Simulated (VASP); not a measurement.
A run of VASP 6.6.1 is set up as follows.

Contents of INCAR:

```
PREC = Accurate ; ENCUT = 500
EDIFF = 1E-6 ; ISMEAR = 1
SIGMA = 0.15 ; LREAL = False
LASPH = True ; NELM = 120
ALGO = Normal ; ISIF = 2
LWAVE = False ; LCHARG = False
GGA = PE ; NBANDS = 31
GGA_COMPAT = False
```

The input KPOINTS:

```
Automatic mesh
0
Gamma
  6 6 6
```

The input POSCAR:

```
Hg3Pt
1.0
    4.3442210000      0.0000000000      0.0000000000
    0.0000000000      4.3442210000      0.0000000000
    0.0000000000      0.0000000000      4.3442210000
Hg Pt
3 1
Direct
    0.0000000000      0.5000000000      0.5000000000
    0.5000000000      0.0000000000      0.5000000000
    0.5000000000      0.5000000000      0.0000000000
    0.0000000000      0.0000000000      0.0000000000
```

Potentials or basis: VASP PAW PBE potentials, release 64 (Hg, Pt).

Command:

```console
$ cat potpaw_PBE.64/Hg/POTCAR potpaw_PBE.64/Pt/POTCAR > POTCAR
$ mpirun -np 1 vasp_std > vasp.out
```

Task: What does it give for the pressure?

Result: -0.8 GPa.

Task: What does it give for the band gap on the k mesh?

Result: Zero (bands 23 and 24 overlap by 2.72 eV).

Caveat: spin-orbit coupling is left out, which moves the levels of the heavy elements.
